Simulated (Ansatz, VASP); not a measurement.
## Two plane-wave programs on Os

```
Os
1.0
     4.33415    0.00000    0.00000
    -2.16707    3.75348    0.00000
     0.00000    0.00000    2.72885
Os
3
Cartesian
  2.1671 3.7535 0.0000
  0.0000 2.5023 1.3644
  2.1671 1.2512 1.3644
```

Alike in both runs: task single point; functional revPBE; k mesh 10 × 10 × 13; occupations fermi-dirac, width 0.1 eV; no spin polarisation.

|  | VASP | Ansatz |
| --- | --- | --- |
| version | VASP 6.6.1 | Ansatz 0.2.0 |
| potentials or method | VASP PAW PBE potentials, release 64 (Os), cutoff 520 eV | plane waves (420 eV) with PAW, scalar-relativistic |
| valence electrons in the cell | 24 | 48 |

Ansatz gave:

| Item | Value |
| --- | --- |
| pressure (GPa) | -0.1 |
| traceless stress, the component that is largest in VASP (GPa) | 0.46 |

Which values does VASP return?

Pressure (GPa): -0.5; traceless stress, the component that is largest in VASP (GPa): 0.65.

VASP's potentials were made for PBE, not for revPBE. VASP's potentials hold 24 valence electrons a cell and Ansatz's 48, so a difference there can come from the potentials and not from the codes.

Neither program's run includes spin-orbit coupling.
